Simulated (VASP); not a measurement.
# S (Fm-3m) in VASP: further runs, part 2 of 2

VASP 6.6.1. The steps go on from the part before.

**3. Single point, PBEsol**

This run uses another cell than the first one, of 14.93 Å³/atom.

Contents of INCAR:

```
PREC = Accurate
ENCUT = 500
EDIFF = 1E-6
ISMEAR = -1
SIGMA = 0.08
LREAL = F
LASPH = T
NELM = 120
ALGO = Normal
ISIF = 2
LWAVE = F
LCHARG = F
GGA = PS
NBANDS = 9
GGA_COMPAT = F
```

Contents of KPOINTS:

```
regular mesh
0
Gamma
  17 17 17
```

Contents of POSCAR:

```
S
1.0
    0.0000000000      1.9542582756      1.9542582756
    1.9542582756      0.0000000000      1.9542582756
    1.9542582756      1.9542582756      0.0000000000
S
1
Direct
    0.0000000000      0.0000000000      0.0000000000
```

Potentials or basis: VASP PAW PBE potentials, release 64 (S).

Run with:

```console
$ cat potpaw_PBE.64/S/POTCAR > POTCAR
$ mpirun -np 1 vasp_std > vasp.out
```

OUTCAR:

```text
PREC = Accurate
   ENCUT = 500
   EDIFF = 1E-6
   ISMEAR = -1
   LREAL = F
   LASPH = T
   NELM = 120
   ISIF = 2
   GGA = PS

 ion  position               nearest neighbor table
   1  0.000  0.000  0.000-

  LATTYP: Found a face centered cubic cell.
 ALAT       =     3.9085165512

  Lattice vectors:

 A1 = (   0.0000000000,   1.9542582756,   1.9542582756)
 A2 = (   1.9542582756,   0.0000000000,   1.9542582756)
 A3 = (   1.9542582756,   1.9542582756,   0.0000000000)

Analysis of symmetry for initial positions (statically):
=====================================================================
 Subroutine PRICEL returns:
 Original cell was already a primitive cell.

 Routine SETGRP: Setting up the symmetry group for a
 face centered cubic supercell.

 Subroutine GETGRP returns: Found 48 space group operations
 (whereof 48 operations were pure point group operations)
 out of a pool of 48 trial point group operations.

The static configuration has the point symmetry O_h .

Analysis of symmetry for dynamics (positions and initial velocities):
=====================================================================
 Subroutine PRICEL returns:
 Original cell was already a primitive cell.

 Routine SETGRP: Setting up the symmetry group for a
 face centered cubic supercell.

 Subroutine GETGRP returns: Found 48 space group operations
 (whereof 48 operations were pure point group operations)
 out of a pool of 48 trial point group operations.

The dynamic configuration has the point symmetry O_h .

 Subroutine INISYM returns: Found 48 space group operations
 (whereof 48 operations are pure point group operations),
 and found     1 'primitive' translations

----------------------------------------------------------------------------------------

                                     Primitive cell

  volume of cell :      14.9271

  direct lattice vectors                    reciprocal lattice vectors
     0.000000000  1.954258276  1.954258276    -0.255851545  0.255851545  0.255851545
     1.954258276  0.000000000  1.954258276     0.255851545 -0.255851545  0.255851545
     1.954258276  1.954258276  0.000000000     0.255851545  0.255851545 -0.255851545

  length of vectors
     2.763738558  2.763738558  2.763738558     0.443147876  0.443147876  0.443147876

  position of ions in fractional coordinates (direct lattice)
     0.000000000  0.000000000  0.000000000

  ion indices of the primitive-cell ions
   primitive index   ion index
                 1           1

----------------------------------------------------------------------------------------

 KPOINTS: regular mesh

Automatic generation of k-mesh.
 Grid dimensions read from file:
 generate k-points for:   17   17   17

 Generating k-lattice:

  Cartesian coordinates                     Fractional coordinates (reciprocal lattice)
    -0.015050091  0.015050091  0.015050091     0.058823529  0.000000000  0.000000000
     0.015050091 -0.015050091  0.015050091     0.000000000  0.058823529  0.000000000
     0.015050091  0.015050091 -0.015050091     0.000000000  0.000000000  0.058823529

  Length of vectors
     0.026067522  0.026067522  0.026067522

  Shift w.r.t. Gamma in fractional coordinates (k-lattice)
     0.000000000  0.000000000  0.000000000

 Subroutine IBZKPT returns following result:
 ===========================================

 Found    165 irreducible k-points:

 Following reciprocal coordinates:
            Coordinates               Weight
  0.000000  0.000000  0.000000      1.000000
  0.058824  0.000000  0.000000      8.000000
  0.117647  0.000000  0.000000      8.000000
  0.176471  0.000000  0.000000      8.000000
  0.235294  0.000000  0.000000      8.000000
  0.294118  0.000000  0.000000      8.000000
[... 16 lines left out ...]
 -0.176471  0.058824  0.000000     24.000000
 -0.117647  0.058824  0.000000     24.000000
 [... further k-points ...]
   k-points           NKPTS =    165   k-points in BZ     NKDIM =    165   number of bands    NBANDS=      9
   number of dos      NEDOS =    301   number of ions     NIONS =      1
   total plane-waves  NPLWV =   8000
   dimension x,y,z NGX =    20 NGY =   20 NGZ =   20
   dimension x,y,z NGXF=    40 NGYF=   40 NGZF=   40
   ions per type =               1
   NGX,Y,Z   is equivalent  to a cutoff of  12.03, 12.03, 12.03 a.u.
   NGXF,Y,Z  is equivalent  to a cutoff of  24.06, 24.06, 24.06 a.u.
 SYSTEM =  unknown system
   PREC   = accura    normal or accurate (medium, high low for compatibility)
   ISTART =      0    job   : 0-new  1-cont  2-samecut
   ICHARG =      2    charge: 1-file 2-atom 10-const
   ISPIN  =      1    spin polarized calculation?
   LNONCOLLINEAR =      F non collinear calculations
   LSORBIT =      F    spin-orbit coupling
   LASPH  =      T    aspherical Exc in radial PAW
   ENCUT  =  500.0 eV  36.75 Ry    6.06 a.u.   5.04  5.04  5.04*2*pi/ulx,y,z
   NELM   =    120;   NELMIN=  2; NELMDL= -5     # of ELM steps
   EDIFF  = 0.1E-05   stopping-criterion for ELM
   LREAL  =      F    real-space projection
   EDIFFG = 0.1E-04   stopping-criterion for IOM
   NSW    =      0    number of steps for IOM
   IBRION =     -1    ionic relax: 0-MD 1-quasi-New 2-CG
   NFREE  =      0    steps in history (QN), initial steepest desc. (CG)
   ISIF   =      2    stress and relaxation
   ISYM   =      2    0-nonsym 1-usesym 2-fastsym
   POTIM  = 0.5000    time-step for ionic-motion
   TEBEG  =    0.0;   TEEND  =   0.0 temperature during run
   PSTRESS=    0.0 pullay stress
   NELECT =       6.0000    total number of electrons
   NUPDOWN=      -1.0000    fix difference up-down
   EMIN   =  10.00;   EMAX   =-10.00  energy-range for DOS
   EFERMI =   0.00;   METHOD = LEGACY
   ISMEAR =    -1;   SIGMA  =   0.08  broadening in eV -4-tet -1-fermi 0-gaus
   EFERMI_NEDOS =   21; number of points for ismear=-14 and -15
   IALGO  =     38    algorithm
   IMIX   =      4    mixing-type and parameters
     AMIX     =   0.40;   BMIX     =  1.00
     AMIX_MAG =   1.60;   BMIX_MAG =  1.00
  volume/ion in A,a.u.               =      14.93       100.73
  Fermi-wavevector in a.u.,A,eV,Ry     =   1.208185  2.283138 19.860560  1.459710
  Thomas-Fermi vector in A             =   2.343800
   LORBIT       =      0    0 simple, 1 ext, 2 COOP (PROOUT), +10 PAW based schemes
   GGA     = PS    functional components
   LHFCALC =     F    Hartree Fock is set to
   AEXX    =    0.0000 exact exchange contribution
   IVDW    =     0    specifies the selected vdW correction
   LEPSILON=     F    determine dielectric tensor
   LRPA    =     F    only Hartree local field effects (RPA)
 non-spin polarized calculation
  energy-cutoff  :      500.00
  volume of cell :       14.93
 maximum number of plane-waves:       388
   NGX =  9   NGY =  9   NGZ =  9

 number of electron       5.9999999 magnetization

 Free energy of the ion-electron system (eV)
  ---------------------------------------------------
  ext. energy  EPLUGINS =         0.00000000
  ---------------------------------------------------
  free energy    TOTEN  =        -3.34337131 eV

  energy without entropy =       -3.32618096  energy(sigma->0) =       -3.33477613

 E-fermi :   8.2670     XC(G=0): -11.5870

 val. band max:        8.2616382707   @ k =   0.1765   0.0000   0.0000
 cond. band min:       8.3038594787   @ k =   0.3529   0.2941   0.0000
 fundamental gap:      0.0422212080
 Fermi energy:         8.2669718018

 k-point     1 :       0.0000    0.0000    0.0000
  band No.  band energies     occupation
      1      -9.0652      2.00000
      2      11.8282      0.00000
      3      11.8282      0.00000
      4      11.8282      0.00000
      5      20.4138      0.00000
      6      20.4138      0.00000
      7      20.4138      0.00000
      8      23.4520      0.00000
      9      26.0900      0.00000

 k-point     2 :       0.0588    0.0000    0.0000
  band No.  band energies     occupation
      1      -8.9778      2.00000
      2      11.3136      0.00000
      3      11.7570      0.00000
      4      11.7571      0.00000
      5      20.2615      0.00000
      6      20.5719      0.00000
      7      20.5719      0.00000
      8      23.7274      0.00000
      9      25.7998      0.00000
[... 253 lines left out ...]
 k-point    24 :      -0.1176    0.0588    0.0000
  band No.  band energies     occupation
      1      -8.5151      2.00000
      2       9.4045      0.00000
      3      10.8245      0.00000
      4      11.7092      0.00000
      5      19.7231      0.00000
      6      20.9939      0.00000
      7      21.3648      0.00000
      8      24.1857      0.00000
      9      24.3860      0.00000

 [... further k-points ...]

------------------------ aborting loop because EDIFF is reached ----------------------------------------

  FORCE on cell =-STRESS in cart. coord.  units (eV):
  Direction    XX          YY          ZZ          XY          YZ          ZX
  --------------------------------------------------------------------------------------
  -------------------------------------------------------------------------------------
  Total        0.0030346      0.0030346      0.0030346      0.0000000      0.0000000     -0.0000000
  in kB        0.3257131      0.3257131      0.3257131      0.0000000      0.0000000     -0.0000000
  external PRESSURE =       0.3257131 kB  Pullay stress =       0.0000000 kB

 VOLUME and BASIS-vectors are now :
 -----------------------------------------------------------------------------
  energy-cutoff  :      500.00
  volume of cell :       14.93
      direct lattice vectors                 reciprocal lattice vectors
     0.000000000  1.954258276  1.954258276    -0.255851545  0.255851545  0.255851545
     1.954258276  0.000000000  1.954258276     0.255851545 -0.255851545  0.255851545
     1.954258276  1.954258276  0.000000000     0.255851545  0.255851545 -0.255851545

 POSITION                                       TOTAL-FORCE (eV/Angst)
 -----------------------------------------------------------------------------------
      0.00000      0.00000      0.00000         0.000000      0.000000      0.000000
 -----------------------------------------------------------------------------------
    total drift:                                0.000000      0.000000     -0.000000

  FREE ENERGIE OF THE ION-ELECTRON SYSTEM (eV)
  ---------------------------------------------------
  free  energy   TOTEN  =        -3.3433713083 eV

  energy  without entropy=       -3.3261809597  energy(sigma->0) =       -3.33477613
```

OSZICAR:

```text
N       E                     dE             d eps       ncg     rms          rms(c)
DAV:   1     0.653361008364E+01    0.65336E+01   -0.28717E+03  3082   0.540E+02
DAV:   2    -0.316161195129E+01   -0.96952E+01   -0.93608E+01  4492   0.741E+01
DAV:   3    -0.334923858144E+01   -0.18763E+00   -0.18619E+00  3417   0.896E+00
DAV:   4    -0.334970229856E+01   -0.46372E-03   -0.46367E-03  4118   0.537E-01
DAV:   5    -0.334970289915E+01   -0.60058E-06   -0.60008E-06  3490   0.158E-02    0.883E+00
DAV:   6    -0.334459305996E+01    0.51098E-02   -0.60746E-03  3198   0.408E-01    0.530E+00
DAV:   7    -0.334349702328E+01    0.10960E-02   -0.90199E-03  3130   0.507E-01    0.175E-01
DAV:   8    -0.334337095203E+01    0.12607E-03   -0.47363E-04  3237   0.116E-01    0.240E-02
DAV:   9    -0.334337130828E+01   -0.35625E-06   -0.32678E-06  3525   0.146E-02
   1 F= -.33433713E+01 E0= -.33347761E+01  d E =-.171903E-01
```

stdout:

```text
POSCAR found type information on POSCAR S
 POSCAR found :  1 types and       1 ions
 scaLAPACK will be used
 -----------------------------------------------------------------------------
|                                                                             |
|                                                                             |
|     You enforced a specific xc type in the INCAR file but a different       |
|     I HOPE YOU KNOW WHAT YOU ARE DOING!                                     |
|                                                                             |
 -----------------------------------------------------------------------------

 LDA part: xc-table for (Slater+PW92), standard interpolation
 POSCAR, INCAR and KPOINTS ok, starting setup
 FFT: planning ... GRIDC
 FFT: planning ... GRID_SOFT
 FFT: planning ... GRID
 WAVECAR not read
 entering main loop
```

It took 5.2 s on 1 thread of Intel Xeon 6975P-C (Granite Rapids), shared host; peak memory 0.13 GiB.

Results:

```
Free energy            : -3.3434 eV
Pressure               : 0.0 GPa
Band gap on the k mesh : zero (bands 3 and 4 overlap by 6.21 eV)
```

Caveat: the PAW data sets were made with another functional, which shifts forces and pressure a little.
